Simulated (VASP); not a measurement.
# AlCo (P4/mmm) in VASP: further runs

Runs on AlCo. Level: PBEsol. Tasks: single point.

Program: VASP 6.6.1. These are calculated values, not measurements. Logs are shortened: lines on timing, memory, paths and dates and some standing lists are left out, and cuts for length are marked.

## Step 1: The cell of the first run

The structure is tetragonal, space group P4/mmm (No. 123). The conventional cell has a = 2.907 Å, b = 2.907 Å, c = 2.823 Å, α = 90.00°, β = 90.00°, γ = 90.00°. Within 3.3 Å of Al (site symmetry 4/mmm) lie 8 Co at 2.49 Å and 6 Al at 2.82 to 2.91 Å. Within 3.3 Å of Co (site symmetry 4/mmm) lie 8 Al at 2.49 Å and 6 Co at 2.82 to 2.91 Å.

## Step 2: Single point, PBEsol (strain +0.0300 x Voigt [1, 1, 0, 0, 0, 0])

File INCAR:

```
SYSTEM = AlCo
PREC     = Accurate       ! precision mode
ENCUT    = 520            ! plane-wave cutoff, eV
EDIFF    = 1E-6           ! SCF threshold, eV
ISMEAR   = 0              ! smearing method
SIGMA    = 0.15           ! smearing width, eV
LREAL    = .FALSE.        ! projectors in reciprocal space
LASPH    = .TRUE.         ! aspherical terms in the spheres
NELM     = 100            ! most SCF steps
ALGO     = Fast           ! electronic algorithm
ISIF     = 2              ! what is computed and relaxed
LWAVE    = .FALSE.        ! write WAVECAR
LCHARG   = .TRUE.         ! write CHGCAR
GGA      = PS             ! functional
LELF     = .TRUE.         ! ELF
LVHAR    = .TRUE.       
NBANDS   = 13             ! bands
```

File KPOINTS:

```
Automatic mesh
0
G
  22 22 22
  0 0 0
```

File POSCAR:

```
AlCo
1.0
    2.9072631018      0.0000000000      0.0000000000
    0.0000000000      2.9072631018      0.0000000000
    0.0000000000      0.0000000000      2.8225855357
Al Co
1 1
Direct
    0.0000000000      0.0000000000      0.0000000000
    0.5000000000      0.5000000000      0.5000000000
```

Potentials or basis: VASP PAW PBE potentials, release 64 (Al, Co).

The run is started by

```
$ cat potpaw_PBE.64/Al/POTCAR potpaw_PBE.64/Co/POTCAR > POTCAR
$ mpirun -np 1 vasp_std > vasp.out
```

OUTCAR:

```text
SYSTEM = AlCo
   PREC = Accurate
   ENCUT = 520
   EDIFF = 1E-6
   ISMEAR = 0
   LREAL = .FALSE.
   LASPH = .TRUE.
   NELM = 100
   ISIF = 2
   GGA = PS

 ion  position               nearest neighbor table
   1  0.000  0.000  0.000-   2 2.49   2 2.49   2 2.49   2 2.49   2 2.49   2 2.49   2 2.49   2 2.49

   2  0.500  0.500  0.500-   1 2.49   1 2.49   1 2.49   1 2.49   1 2.49   1 2.49   1 2.49   1 2.49

  LATTYP: Found a simple tetragonal cell.
 ALAT       =     2.9072631018
 C/A-ratio  =     0.9708737864

  Lattice vectors:

 A1 = (   2.9072631018,   0.0000000000,   0.0000000000)
 A2 = (   0.0000000000,   2.9072631018,   0.0000000000)
 A3 = (   0.0000000000,   0.0000000000,   2.8225855357)

Analysis of symmetry for initial positions (statically):
=====================================================================
 Subroutine PRICEL returns:
 Original cell was already a primitive cell.

 Routine SETGRP: Setting up the symmetry group for a
 simple tetragonal supercell.

 Subroutine GETGRP returns: Found 16 space group operations
 (whereof 16 operations were pure point group operations)
 out of a pool of 16 trial point group operations.

The static configuration has the point symmetry D_4h.

Analysis of symmetry for dynamics (positions and initial velocities):
=====================================================================
 Subroutine PRICEL returns:
 Original cell was already a primitive cell.

 Routine SETGRP: Setting up the symmetry group for a
 simple tetragonal supercell.

 Subroutine GETGRP returns: Found 16 space group operations
 (whereof 16 operations were pure point group operations)
 out of a pool of 16 trial point group operations.

The dynamic configuration has the point symmetry D_4h.

 Subroutine INISYM returns: Found 16 space group operations
 (whereof 16 operations are pure point group operations),
 and found     1 'primitive' translations

----------------------------------------------------------------------------------------

                                     Primitive cell

  volume of cell :      23.8570

  direct lattice vectors                    reciprocal lattice vectors
     2.907263102  0.000000000  0.000000000     0.343966117  0.000000000  0.000000000
     0.000000000  2.907263102  0.000000000     0.000000000  0.343966117  0.000000000
     0.000000000  0.000000000  2.822585536     0.000000000  0.000000000  0.354285100

  length of vectors
     2.907263102  2.907263102  2.822585536     0.343966117  0.343966117  0.354285100

  position of ions in fractional coordinates (direct lattice)
     0.000000000  0.000000000  0.000000000
     0.500000000  0.500000000  0.500000000
[... 85 lines left out ...]
   POTIM  = 0.5000    time-step for ionic-motion
   TEBEG  =    0.0;   TEEND  =   0.0 temperature during run
   PSTRESS=    0.0 pullay stress
   NELECT =      12.0000    total number of electrons
   NUPDOWN=      -1.0000    fix difference up-down
   EMIN   =  10.00;   EMAX   =-10.00  energy-range for DOS
   EFERMI =   0.00;   METHOD = LEGACY
   ISMEAR =     0;   SIGMA  =   0.15  broadening in eV -4-tet -1-fermi 0-gaus
   EFERMI_NEDOS =   21; number of points for ismear=-14 and -15
   IALGO  =     68    algorithm
   IMIX   =      4    mixing-type and parameters
     AMIX     =   0.40;   BMIX     =  1.00
     AMIX_MAG =   1.60;   BMIX_MAG =  1.00
  volume/ion in A,a.u.               =      11.93        80.50
  Fermi-wavevector in a.u.,A,eV,Ry     =   1.301957  2.460342 23.063128  1.695092
  Thomas-Fermi vector in A             =   2.433057
   LORBIT       =      0    0 simple, 1 ext, 2 COOP (PROOUT), +10 PAW based schemes
   GGA     = PS    functional components
   LHFCALC =     F    Hartree Fock is set to
   AEXX    =    0.0000 exact exchange contribution
   IVDW    =     0    specifies the selected vdW correction
   LEPSILON=     F    determine dielectric tensor
   LRPA    =     F    only Hartree local field effects (RPA)
 non-spin polarized calculation
 RMM-DIIS sequential band-by-band and
 Gauss-broadening in eV      SIGMA  =   0.15
  energy-cutoff  :      520.00
  volume of cell :       23.86
 maximum number of plane-waves:       659
 NGX is ok and might be reduce to    24
   NGX = 11   NGY = 11   NGZ = 11

 number of electron      12.0000002 magnetization

 Free energy of the ion-electron system (eV)
  ---------------------------------------------------
  ext. energy  EPLUGINS =         0.00000000
  ---------------------------------------------------
  free energy    TOTEN  =       -13.03474609 eV

  energy without entropy =      -13.02352997  energy(sigma->0) =      -13.02913803

 E-fermi :  10.0071     XC(G=0): -12.2367

 val. band max:       10.0071039919   @ k =   0.5000   0.3182   0.0455
 cond. band min:      10.0117603891   @ k =   0.4091   0.0909   0.5000
 fundamental gap:      0.0046563972
 Fermi energy:        10.0071061522

 k-point     1 :       0.0000    0.0000    0.0000
  band No.  band energies     occupation
      1      -0.8163      2.00000
      2       7.1755      2.00000
      3       7.2237      2.00000
      4       9.1939      2.00000
      5       9.3083      2.00000
      6       9.3083      2.00000
      7      15.5128      0.00000
      8      15.5128      0.00000
      9      16.5780      0.00000
     10      18.5722      0.00000
     11      18.7458      0.00000
     12      24.6454      0.00000
     13      30.8393      0.00000
[... 354 lines left out ...]
  band No.  band energies     occupation
      1      -0.5164      2.00000
      2       7.1717      2.00000
      3       7.2634      2.00000
      4       9.0212      2.00000
      5       9.2318      2.00000
      6       9.2632      2.00000
      7      14.2816      0.00000
      8      14.6843      0.00000
      9      16.9789      0.00000
     10      19.3923      0.00000
     11      20.2863      0.00000
     12      25.4980      0.00000
     13      27.7767      0.00000

 [... further k-points ...]
[... 5 lines left out ...]
  --------------------------------------------------------------------------------------
  -------------------------------------------------------------------------------------
  Total       -1.7093486     -1.7093486     -0.9860883      0.0000000      0.0000000      0.0000000
  in kB     -114.7956510   -114.7956510    -66.2232698      0.0000000      0.0000000      0.0000000
  external PRESSURE =     -98.6048572 kB  Pullay stress =       0.0000000 kB

 VOLUME and BASIS-vectors are now :
 -----------------------------------------------------------------------------
  energy-cutoff  :      520.00
  volume of cell :       23.86
      direct lattice vectors                 reciprocal lattice vectors
     2.907263102  0.000000000  0.000000000     0.343966117  0.000000000  0.000000000
     0.000000000  2.907263102  0.000000000     0.000000000  0.343966117  0.000000000
     0.000000000  0.000000000  2.822585536     0.000000000  0.000000000  0.354285100

 POSITION                                       TOTAL-FORCE (eV/Angst)
 -----------------------------------------------------------------------------------
      0.00000      0.00000      0.00000         0.000000      0.000000      0.000000
      1.45363      1.45363      1.41129         0.000000      0.000000      0.000000
 -----------------------------------------------------------------------------------
    total drift:                                0.000000     -0.000000     -0.000000

  FREE ENERGIE OF THE ION-ELECTRON SYSTEM (eV)
  ---------------------------------------------------
  free  energy   TOTEN  =       -13.0347460918 eV

  energy  without entropy=      -13.0235299744  energy(sigma->0) =      -13.02913803
```

OSZICAR:

```text
N       E                     dE             d eps       ncg     rms          rms(c)
DAV:   1     0.349356360514E+02    0.34936E+02   -0.51948E+03 24637   0.961E+02
DAV:   2    -0.132873419880E+02   -0.48223E+02   -0.43940E+02 25461   0.171E+02
DAV:   3    -0.148918657553E+02   -0.16045E+01   -0.15924E+01 29900   0.359E+01
DAV:   4    -0.149161416395E+02   -0.24276E-01   -0.24269E-01 28413   0.401E+00
DAV:   5    -0.149169610574E+02   -0.81942E-03   -0.81940E-03 30861   0.797E-01    0.131E+01
RMM:   6    -0.183521754966E+02   -0.34352E+01   -0.19279E+01 28867   0.568E+01    0.203E+01
RMM:   7    -0.130621260238E+02    0.52900E+01   -0.57443E+00 25809   0.296E+01    0.258E+00
RMM:   8    -0.130485560989E+02    0.13570E-01   -0.47750E-02 26488   0.173E+00    0.127E+00
RMM:   9    -0.130604022395E+02   -0.11846E-01   -0.57042E-02 29453   0.199E+00    0.142E+00
RMM:  10    -0.130349207060E+02    0.25482E-01   -0.23636E-02 28201   0.207E+00    0.148E-01
RMM:  11    -0.130350436130E+02   -0.12291E-03   -0.10703E-03 31626   0.228E-01    0.169E-01
RMM:  12    -0.130347358731E+02    0.30774E-03   -0.50977E-04 32908   0.209E-01    0.276E-02
RMM:  13    -0.130347486485E+02   -0.12775E-04   -0.11842E-04 33108   0.767E-02    0.288E-02
RMM:  14    -0.130347453490E+02    0.32995E-05   -0.23707E-05 34515   0.400E-02    0.396E-03
RMM:  15    -0.130347464447E+02   -0.10958E-05   -0.57536E-06 28858   0.179E-02    0.727E-03
RMM:  16    -0.130347460918E+02    0.35292E-06   -0.12684E-06 19471   0.102E-02
   1 F= -.13034746E+02 E0= -.13029138E+02  d E =-.112161E-01
```

stdout:

```text
POSCAR found type information on POSCAR AlCo
 POSCAR found :  2 types and       2 ions
 scaLAPACK will be used
 -----------------------------------------------------------------------------
|                                                                             |
|                                                                             |
|     You enforced a specific xc type in the INCAR file but a different       |
|     I HOPE YOU KNOW WHAT YOU ARE DOING!                                     |
|                                                                             |
 -----------------------------------------------------------------------------

 LDA part: xc-table for (Slater+PW92), standard interpolation
 POSCAR, INCAR and KPOINTS ok, starting setup
 FFT: planning ... GRIDC
 FFT: planning ... GRID_SOFT
 FFT: planning ... GRID
 WAVECAR not read
 entering main loop
WARNING in EDDRMM: call to ZHEGV failed, returncode =   8  4     13
```

Run time: 2.9 min. Hardware: 1 thread of AMD EPYC 9R45 (Zen 5), shared host; peak memory 0.37 GiB.

What came out:

| Item | Value |
| --- | --- |
| Free energy | -13.0347 eV |
| Pressure | -9.9 GPa |
| Band gap on the k mesh | zero (band 6 reaches 12.39 eV, above the bottom of band 7 at 9.74 eV) |

Caveat: the cell differs from its parent crystal (strain +0.0300 x Voigt [1, 1, 0, 0, 0, 0]); the PAW data sets were made with another functional, which shifts forces and pressure a little. Spin polarisation is off, so any magnetic state and its effect on volume and gap are missing.

## Step 3: Single point, PBEsol (strain +0.0450 x Voigt [1, 1, 0, 0, 0, 0])

File INCAR:

```
ALGO = Fast ; EDIFF = 1E-6
ENCUT = 520 ; GGA = PS
ISIF = 2 ; ISMEAR = 0
LASPH = True ; LCHARG = True
LELF = True ; LREAL = False
LVHAR = True ; LWAVE = False
NBANDS = 13 ; NELM = 60
PREC = Accurate ; SIGMA = 0.15
```

File KPOINTS:

```
k-points
0
Gamma
  22 22 22
```

File POSCAR:

```
AlCo
1.0
    2.9496018848      0.0000000000      0.0000000000
    0.0000000000      2.9496018848      0.0000000000
    0.0000000000      0.0000000000      2.8225855357
Al Co
1 1
Direct
    0.0000000000      0.0000000000      0.0000000000
    0.5000000000      0.5000000000      0.5000000000
```

Potentials or basis: VASP PAW PBE potentials, release 64 (Al, Co).

The run is started by

```
$ cat potpaw_PBE.64/Al/POTCAR potpaw_PBE.64/Co/POTCAR > POTCAR
$ mpirun -np 1 vasp_std > vasp.out
```

Run time: 2.8 min. Hardware: 1 thread of AMD EPYC 9R45 (Zen 5), shared host; peak memory 0.38 GiB.

The run converged. Its results:

```
Free energy            : -12.9744 eV
Pressure               : -13.8 GPa
Band gap on the k mesh : zero (band 6 reaches 12.01 eV, above the bottom of band 7 at 9.35 eV)
```

Stress tensor (GPa, compression positive):
```
-16.10   0.00   0.00
  0.00 -16.10   0.00
  0.00   0.00  -9.19
```

Levels at points of the mesh, in eV from the Fermi level:
| k point | band 4 | band 5 | band 6 | band 7 | band 8 | band 9 |
| --- | --- | --- | --- | --- | --- | --- |
| (0.00, 0.00, 0.00) | -0.79 | -0.63 | -0.63 | 5.23 | 5.23 | 6.79 |
| (0.50, 0.00, 0.00) | -1.62 | -1.31 | -0.54 | 0.07 | 8.33 | 9.79 |
| (0.50, 0.50, 0.00) | -2.67 | -1.15 | -1.15 | -0.26 | 2.02 | 2.97 |
| (0.00, 0.00, 0.50) | -1.58 | -1.58 | -0.66 | 0.44 | 8.41 | 9.94 |
| (0.50, 0.00, 0.50) | -2.25 | -1.38 | -1.35 | -0.15 | 2.44 | 3.34 |
| (0.50, 0.50, 0.50) | -0.22 | -0.07 | 2.39 | 2.39 | 2.53 | 3.68 |

Caveat: the cell differs from its parent crystal (strain +0.0450 x Voigt [1, 1, 0, 0, 0, 0]); the PAW data sets were made with another functional, which shifts forces and pressure a little. Spin polarisation is off, so any magnetic state and its effect on volume and gap are missing.
